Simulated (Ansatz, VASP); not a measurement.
# Nb3H: VASP beside Ansatz

Contents of INCAR:

```
PREC = Accurate
ENCUT = 520
EDIFF = 1E-6
ISMEAR = 0
SIGMA = 0.1
LREAL = False
LASPH = True
NELM = 150
ALGO = Normal
ISIF = 2
LWAVE = False
LCHARG = False
ISPIN = 2
MAGMOM = 0 0 0 1
LORBIT = 11
LMAXMIX = 4
LDIPOL = True
IDIPOL = 3
DIPOL = 0.5 0.5 0.348
NBANDS = 32
```

File KPOINTS:

```
Automatic mesh
0
Gamma
  9 9 1
```

POSCAR

```
Nb3H
1.0
    2.9270177637      0.0000000000      0.0000000000
    0.0000000000      2.9270177637      0.0000000000
    0.0000000000      0.0000000000     21.1957939222
Nb H
3 1
Direct
    0.5000000000      0.5000000000      0.1887166867
    0.0000000000      0.0000000000      0.2876907936
    0.5000000000      0.5000000000      0.3866707684
    0.5000000000      1.0000000000      0.5286800751
```

Input for Ansatz:

```yaml
crystal:
  lattice:
    - [2.9270177637, 0.0, 0.0]
    - [0.0, 2.9270177637, 0.0]
    - [0.0, 0.0, 21.1957939222]
  atoms:
    - { symbol: Nb, position: [0.5, 0.5, 0.1887166867] }
    - { symbol: Nb, position: [0.0, 0.0, 0.2876907936] }
    - { symbol: Nb, position: [0.5, 0.5, 0.3866707684] }
    - { symbol: H, position: [0.5, 1.0, 0.5286800751], spin: 1.0 }
basis:
  ecutwfc: 420
kpoints:
  mp_grid: { grid: [9, 9, 1] }
hamiltonian:
  xc: lda
scf:
  occupations: { method: gaussian, width: 0.1 }
output:
  forces: true
  eigenvalues: true
  populations: true
magnetization:
  spin_polarized: true
efield:
  axis: 3
  dipole_correction: true
  ramp_width: 0.04
```

Alike in both runs: task single point; functional LDA; k mesh 9 × 9 × 1; occupations gaussian, width 0.1 eV; collinear spin.

|  | VASP | Ansatz |
| --- | --- | --- |
| version | VASP 6.6.1 | Ansatz 0.2.0 |
| potentials or method | VASP PAW LDA potentials, release 64 (Nb_sv, H), cutoff 520 eV | scalar-relativistic, plane waves, PAW |
| valence electrons in the cell | 40 | 40 |

VASP gave:

| Property | Result |
| --- | --- |
| gap on the k mesh at the Fermi level (eV) | none |
| rms of the force components (eV/Å) | 0.455 |
| net moment per atom (μB) | 0.08 |
| size of the moment on the site where the two differ most (μB) | 0.19 |

Question: Which values does Ansatz return?

Answer: gap on the k mesh at the Fermi level (eV): none; rms of the force components (eV/Å): 0.442; net moment per atom (μB): 0.08; size of the moment on the site where the two differ most (μB): 0.48.

LDA's correlation is that of Perdew and Zunger in VASP and of Perdew and Wang (1992) in Ansatz. Site moments also hang on the region over which each program counts them. Atom by atom the forces differ by 0.013 eV/Å (rms over components). A gap of «none» marks a metal or a gap that the smearing closes.
